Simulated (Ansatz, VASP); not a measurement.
Two plane-wave programs on ZnSe

```
Zn Se
1.0
     0.00000    2.83380    2.91881
     2.83380    0.00000    2.91881
     2.83380    2.83380    0.00000
Zn Se
1 1
Direct
  0.00000 0.00000 0.00000
  0.75000 0.75000 0.75000
```

Change from the starting cell: zz strain of +3 %, PAW files.

Alike in both runs: task electric field gradients; functional PBE; k mesh 8 × 8 × 8; occupations fermi-dirac, width 0.03 eV; no spin polarisation.

|  | VASP | Ansatz |
| --- | --- | --- |
| version | VASP 6.6.1 | Ansatz 0.2.0 |
| potentials or method | VASP PAW PBE potentials, release 64 (Zn, Se) | PAW with Ansatz's default frozen-core files, scalar-relativistic |
| plane-wave cutoff (eV) | 520 | 420 |
| valence electrons in the cell | 18 | 28 |

```tsv
	VASP	Ansatz	Ansatz less VASP
gap on the k mesh at the Fermi level (eV)	1.13	1.13	-0.001
pressure (GPa)	0.5	0.3	-0.21
traceless stress, the component that is largest in VASP (GPa)	-0.71	-0.72	-0.006
size of Vzz on the site where it differs most (V/Å²)	12.7	13.1	+0.43
```

The functional is the same, so the differences come from potentials, cutoffs and numerics. VASP's potentials hold 18 valence electrons a cell and Ansatz's 28, so a difference there can come from the potentials and not from the codes.
